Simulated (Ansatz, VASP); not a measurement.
## Two plane-wave programs on SnSe2

File INCAR:

```
ALGO = Normal
EDIFF = 1E-6
ENCUT = 520
GGA = PE
ISIF = 2
ISMEAR = 0
IVDW = 12
LASPH = T
LCHARG = F
LREAL = F
LWAVE = F
NBANDS = 20
NELM = 60
PREC = Accurate
SIGMA = 0.05
```

Contents of KPOINTS:

```
k-points
0
Gamma
  9 9 6
```

The input POSCAR:

```
SnSe2
1.0
    3.6585588303      0.0000000000      0.0000000000
   -1.8292794152      3.1684048883      0.0000000000
    0.0000000000      0.0000000000      5.6460400000
Sn Se
1 2
Direct
    0.0000000000      0.0000000000      0.0000000000
    0.3333333333      0.6666666667      0.2500000000
    0.6666666667      0.3333333333      0.7500000000
```

Input for Ansatz:

```yaml
crystal:
  lattice:
    - [3.6585588303, 0.0, 0.0]
    - [-1.8292794152, 3.1684048883, 0.0]
    - [0.0, 0.0, 5.64604]
  atoms:
    - { symbol: Sn, position: [0.0, 0.0, 0.0] }
    - { symbol: Se, position: [0.3333333333, 0.6666666667, 0.25] }
    - { symbol: Se, position: [0.6666666667, 0.3333333333, 0.75] }
basis:
  ecutwfc: 420
kpoints:
  mp_grid: { grid: [9, 9, 6] }
hamiltonian:
  xc: pbe
  dispersion: d3bj
scf:
  occupations: { method: gaussian, width: 0.05 }
output:
  forces: true
  stress: true
  eigenvalues: true
```

Change from the starting cell: strain -0.040 along x and y, -0.080 along z, atoms carried along.

Alike in both runs: task single point; functional PBE; dispersion D3(BJ); k mesh 9 × 9 × 6; occupations gaussian, width 0.05 eV; no spin polarisation.

```csv
,VASP,Ansatz
version,VASP 6.6.1,Ansatz 0.2.0
potentials or method,"VASP PAW PBE potentials, release 64 (Sn_d, Se), cutoff 520 eV","scalar-relativistic, plane waves, PAW"
valence electrons in the cell,26,46
```

|  | VASP | Ansatz | Ansatz less VASP |
| --- | --- | --- | --- |
| gap on the k mesh at the Fermi level (eV) | 0.56 | 0.57 | +0.011 |
| least direct gap on the mesh (eV) | 1.42 | 1.43 | +0.012 |
| pressure (GPa) | 21.2 | 21.0 | -0.20 |
| traceless stress, the component that is largest in VASP (GPa) | 1.72 | 1.73 | +0.012 |
| rms of the force components (eV/Å) | 1.423 | 1.409 | -0.0137 |

Atom by atom the forces differ by 0.014 eV/Å (rms over components). VASP's potentials hold 26 valence electrons a cell and Ansatz's 46, so a difference there can come from the potentials and not from the codes.
